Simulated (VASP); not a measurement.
# Au in VASP: notebook, part 2 of 2

VASP 6.6.1. The steps go on from the part before.

## (3) Single point, r2SCAN

Input file POSCAR:

```
Au
1.0
    2.9162060726      0.0000000000      0.0000000000
    0.0000000000      2.9162060726      0.0000000000
    0.0000000000      0.0000000000     25.3103454465
Au
6
Direct
    0.5000000000      0.5000000000      0.2977505819
    0.0000000000      0.0000000000      0.3780133926
    0.5000000000      0.5000000000      0.4593827515
    0.0000000000      0.0000000000      0.5406173235
    0.5000000000      0.5000000000      0.6219866170
    0.0000000000      0.0000000000      0.7022493335
```

Input file INCAR.step1:

```
SYSTEM = Au
PREC     = Accurate       ! precision mode
ENCUT    = 520            ! plane-wave cutoff, eV
ISMEAR   = 0              ! smearing method
SIGMA    = 0.1            ! smearing width, eV
LREAL    = .FALSE.        ! projectors in reciprocal space
LASPH    = .TRUE.         ! aspherical terms in the spheres
NELM     = 100            ! most SCF steps
LDIPOL   = .TRUE.       
IDIPOL   = 3            
DIPOL    = 0.5 0.5 0.500
NBANDS   = 42             ! bands
GGA      = PE             ! functional
ALGO     = Normal         ! electronic algorithm
EDIFF    = 1E-4           ! SCF threshold, eV
LWAVE    = .TRUE.         ! write WAVECAR
LCHARG   = .FALSE.        ! write CHGCAR
```

Input file INCAR.step2:

```
SYSTEM = Au
PREC     = Accurate       ! precision mode
ENCUT    = 520            ! plane-wave cutoff, eV
EDIFF    = 1E-7           ! SCF threshold, eV
ISMEAR   = 0              ! smearing method
SIGMA    = 0.1            ! smearing width, eV
LREAL    = .FALSE.        ! projectors in reciprocal space
LASPH    = .TRUE.         ! aspherical terms in the spheres
NELM     = 100            ! most SCF steps
ALGO     = Normal         ! electronic algorithm
ISIF     = 2              ! what is computed and relaxed
LWAVE    = .FALSE.        ! write WAVECAR
LCHARG   = .FALSE.        ! write CHGCAR
LDIPOL   = .TRUE.       
IDIPOL   = 3            
DIPOL    = 0.5 0.5 0.500
METAGGA  = R2SCAN         ! meta-GGA
LMIXTAU  = .TRUE.       
NBANDS   = 42             ! bands
ISTART   = 1
```

Input file KPOINTS:

```
Automatic mesh
0
G
  12 12 1
  0 0 0
```

Potentials or basis: VASP PAW PBE potentials, release 64 (Au).

On the command line:

```bash
cat potpaw_PBE.64/Au/POTCAR > POTCAR
cp INCAR.step1 INCAR
mpirun -np 1 vasp_std > vasp.out
cp INCAR.step2 INCAR
mpirun -np 1 vasp_std > vasp.out
```

OUTCAR:

```text
SYSTEM = Au
   PREC = Accurate
   ENCUT = 520
   EDIFF = 1E-7
   ISMEAR = 0
   LREAL = .FALSE.
   LASPH = .TRUE.
   NELM = 100
   ISIF = 2
   METAGGA = R2SCAN
   ISTART = 1

 ion  position               nearest neighbor table
   1  0.500  0.500  0.298-   2 2.89   2 2.89   2 2.89   2 2.89
   2  0.000  0.000  0.378-   1 2.89   1 2.89   1 2.89   1 2.89   3 2.91   3 2.91   3 2.91   3 2.91

   3  0.500  0.500  0.459-   4 2.91   4 2.91   4 2.91   4 2.91   2 2.91   2 2.91   2 2.91   2 2.91

   4  0.000  0.000  0.541-   3 2.91   3 2.91   3 2.91   3 2.91   5 2.91   5 2.91   5 2.91   5 2.91

   5  0.500  0.500  0.622-   6 2.89   6 2.89   6 2.89   6 2.89   4 2.91   4 2.91   4 2.91   4 2.91

   6  0.000  0.000  0.702-   5 2.89   5 2.89   5 2.89   5 2.89

  LATTYP: Found a simple tetragonal cell.
 ALAT       =     2.9162060726
 C/A-ratio  =     8.6792033266

  Lattice vectors:

 A1 = (   2.9162060726,   0.0000000000,   0.0000000000)
 A2 = (   0.0000000000,   2.9162060726,   0.0000000000)
 A3 = (   0.0000000000,   0.0000000000,  25.3103454465)

Analysis of symmetry for initial positions (statically):
[... 195 lines left out ...]
 k-point     1 :       0.0000    0.0000    0.0000
  band No.  band energies     occupation
      1      -7.7963      2.00000
      2      -6.9613      2.00000
      3      -5.8185      2.00000
      4      -5.2855      2.00000
      5      -4.9976      2.00000
      6      -4.8228      2.00000
[... 1069 lines left out ...]
     41       9.2769      0.00000
     42       9.9242      0.00000

 [... further k-points ...]

------------------------ aborting loop because EDIFF is reached ----------------------------------------

 vacuum level on the upper side and lower side of the slab       (xc-potential included)        -0.100        -0.100

  FORCE on cell =-STRESS in cart. coord.  units (eV):
  Direction    XX          YY          ZZ          XY          YZ          ZX
  --------------------------------------------------------------------------------------
  -------------------------------------------------------------------------------------
  Total       -2.1881102     -2.1881102      0.1113074      0.0000000     -0.0000000      0.0000000
  in kB      -16.2871573    -16.2871573      0.8285149      0.0000000     -0.0000000      0.0000000
  external PRESSURE =     -10.5819332 kB  Pullay stress =       0.0000000 kB

 VOLUME and BASIS-vectors are now :
 -----------------------------------------------------------------------------
  energy-cutoff  :      520.00
  volume of cell :      215.25
      direct lattice vectors                 reciprocal lattice vectors
     2.916206073  0.000000000  0.000000000     0.342911295  0.000000000  0.000000000
     0.000000000  2.916206073  0.000000000     0.000000000  0.342911295  0.000000000
     0.000000000  0.000000000 25.310345447     0.000000000  0.000000000  0.039509536

 POSITION                                       TOTAL-FORCE (eV/Angst)
 -----------------------------------------------------------------------------------
      1.45810      1.45810      7.53617         0.000000     -0.000000     -0.017039
      0.00000      0.00000      9.56765        -0.000000     -0.000000      0.002446
      1.45810      1.45810     11.62714         0.000000      0.000000     -0.008948
      0.00000      0.00000     13.68321         0.000000     -0.000000      0.008948
      1.45810      1.45810     15.74270         0.000000     -0.000000     -0.002446
      0.00000      0.00000     17.77417         0.000000     -0.000000      0.017039
 -----------------------------------------------------------------------------------
    total drift:                                0.000000     -0.000000     -0.000120

  FREE ENERGIE OF THE ION-ELECTRON SYSTEM (eV)
  ---------------------------------------------------
  free  energy   TOTEN  =      -302.4588669348 eV

  energy  without entropy=     -302.4461861938  energy(sigma->0) =     -302.45252656

 vacuum level on the upper side and lower side of the slab         6.773         6.774
```

OUTCAR.step1:

```text
SYSTEM = Au
   PREC = Accurate
   ENCUT = 520
   ISMEAR = 0
   LREAL = .FALSE.
   LASPH = .TRUE.
   NELM = 100
   GGA = PE
[... 1327 lines left out ...]
      1.45810      1.45810     15.74270         0.000000     -0.000000      0.003392
      0.00000      0.00000     17.77417         0.000000     -0.000000      0.183672
 -----------------------------------------------------------------------------------
    total drift:                                0.000000      0.000000     -0.000064

  FREE ENERGIE OF THE ION-ELECTRON SYSTEM (eV)
  ---------------------------------------------------
  free  energy   TOTEN  =       -18.3915563744 eV

  energy  without entropy=      -18.3793515105  energy(sigma->0) =      -18.38545394

 vacuum level on the upper side and lower side of the slab         6.465         6.465
```

OSZICAR.step1:

```text
N       E                     dE             d eps       ncg     rms          rms(c)
DAV:   1     0.438827004250E+03    0.43883E+03   -0.31112E+04  2352   0.139E+03
DAV:   2    -0.342085049754E+01   -0.44225E+03   -0.41103E+03  2762   0.292E+02
DAV:   3    -0.196522948265E+02   -0.16231E+02   -0.15888E+02  2698   0.533E+01
DAV:   4    -0.199130259505E+02   -0.26073E+00   -0.26007E+00  2746   0.694E+00
DAV:   5    -0.199184831199E+02   -0.54572E-02   -0.54538E-02  2664   0.102E+00    0.190E+01
DAV:   6    -0.185246045810E+02    0.13939E+01   -0.44093E+00  2608   0.140E+01    0.132E+01
DAV:   7    -0.186365320239E+02   -0.11193E+00   -0.19724E+00  2460   0.150E+01    0.458E+00
DAV:   8    -0.184827123944E+02    0.15382E+00   -0.22093E+00  2534   0.179E+01    0.276E+00
DAV:   9    -0.183932114799E+02    0.89501E-01   -0.23072E-01  2562   0.560E+00    0.434E-01
DAV:  10    -0.183913996561E+02    0.18118E-02   -0.28603E-02  2642   0.122E+00    0.146E-01
DAV:  11    -0.183915147531E+02   -0.11510E-03   -0.13162E-03  2650   0.211E-01    0.103E-01
DAV:  12    -0.183915563744E+02   -0.41621E-04   -0.17498E-04  1670   0.106E-01
   1 F= -.18391556E+02 E0= -.18385454E+02  d E =-.122049E-01
```

It took 15 min on 1 thread of Oxide Virtual Turin-like, shared host; peak memory 0.44 GiB.

What came out:

```
Free energy            : -302.4589 eV
Largest force          : 0.017 eV/Å
Band gap on the k mesh : zero (bands 33 and 34 overlap by 5.39 eV)
```

Forces in eV/Å, atoms in the order of the input:
```
Au   0.000  0.000 -0.017
Au   0.000  0.000  0.002
Au   0.000  0.000 -0.009
Au   0.000  0.000  0.009
Au   0.000  0.000 -0.002
Au   0.000  0.000  0.017
```

Caveat: the PAW data sets were made with another functional, which shifts forces and pressure a little; spin-orbit coupling is left out, which moves the levels of the heavy elements.

## (4) Single point, r2SCAN

Input file POSCAR:

```
Au
1.0
    2.9162060726      0.0000000000      0.0000000000
    0.0000000000      2.9162060726      0.0000000000
    0.0000000000      0.0000000000     25.3103454465
Au
6
Direct
    0.5000000000      0.5000000000      0.2963215186
    0.0000000000      0.0000000000      0.3777929112
    0.5000000000      0.5000000000      0.4592643037
    0.0000000000      0.0000000000      0.5407356963
    0.5000000000      0.5000000000      0.6222070888
    0.0000000000      0.0000000000      0.7036784814
```

Input file INCAR.step1:

```
ALGO = Normal
EDIFF = 1E-4
ENCUT = 520
GGA = PE
ISMEAR = 0
LASPH = True
LCHARG = False
LREAL = False
LWAVE = True
NBANDS = 42
NELM = 60
PREC = Accurate
SIGMA = 0.1
```

Input file INCAR.step2:

```
ALGO = Normal
EDIFF = 1E-6
ENCUT = 520
ISIF = 2
ISMEAR = 0
ISTART = 1
LASPH = True
LCHARG = True
LELF = True
LMIXTAU = True
LREAL = False
LVHAR = True
LWAVE = False
METAGGA = R2SCAN
NBANDS = 42
NELM = 60
PREC = Accurate
SIGMA = 0.1
```

Input file KPOINTS:

```
k-points
0
Gamma
  12 12 1
```

On the command line:

```bash
cat potpaw_PBE.64/Au/POTCAR > POTCAR
cp INCAR.step1 INCAR
mpirun -np 1 vasp_std > vasp.out
cp INCAR.step2 INCAR
mpirun -np 1 vasp_std > vasp.out
```

Run time: 12 min. Hardware: 1 thread of Oxide Virtual Turin-like, shared host; peak memory 0.44 GiB.

It converged, with:

```
Free energy            : -302.4565 eV
Largest force          : 0.094 eV/Å
Band gap on the k mesh : zero (bands 33 and 34 overlap by 5.43 eV)
```

Forces on the atoms (eV/Å):
```
Au   0.000  0.000  0.094
Au   0.000  0.000 -0.091
Au   0.000  0.000 -0.011
Au   0.000  0.000  0.011
Au   0.000  0.000  0.091
Au   0.000  0.000 -0.094
```

Levels at points of the mesh, in eV from the Fermi level:
```csv
k point,band 29,band 30,band 31,band 32,band 33,band 34,band 35,band 36,band 37,band 38
"(0.00, 0.00, 0.00)",-2.25,-2.25,-2.14,-2.11,-1.92,-1.92,-1.92,0.31,1.48,5.02
"(0.50, 0.00, 0.00)",-2.19,-2.19,-0.45,-0.45,-0.22,-0.22,0.21,0.21,2.41,2.41
"(0.50, 0.50, 0.00)",-1.34,-1.34,1.94,1.94,3.47,3.47,4.96,4.96,5.27,5.27
```

Caveat: there is no dipole correction, which matters where the two faces differ; the PAW data sets were made with another functional, which shifts forces and pressure a little; spin-orbit coupling is left out, which moves the levels of the heavy elements.

## (5) Overview

| cell | k mesh | dipole correction | gap on the mesh (eV) | largest force (eV/Å) |
| --- | --- | --- | --- | --- |
| as given, atomic positions A | 12 × 12 × 3 | yes | none | 0.09 |
| as given, atomic positions B | 12 × 12 × 1 | yes | none | 0.02 |
| as given, atomic positions A | 12 × 12 × 1 | no | none | 0.09 |

Alike in all rows: task single point; level r2SCAN; potentials or basis VASP PAW PBE potentials, release 64 (Au); no spin polarisation; cutoff (eV) 520; smearing gaussian 0.1 eV.

Caveats: the PAW data sets were made with another functional, which shifts forces and pressure a little; spin-orbit coupling is left out, which moves the levels of the heavy elements; there is no dipole correction, which matters where the two faces differ (at least some runs).

Total energies depend on the potentials used, so only differences within one code and one set of settings carry meaning.
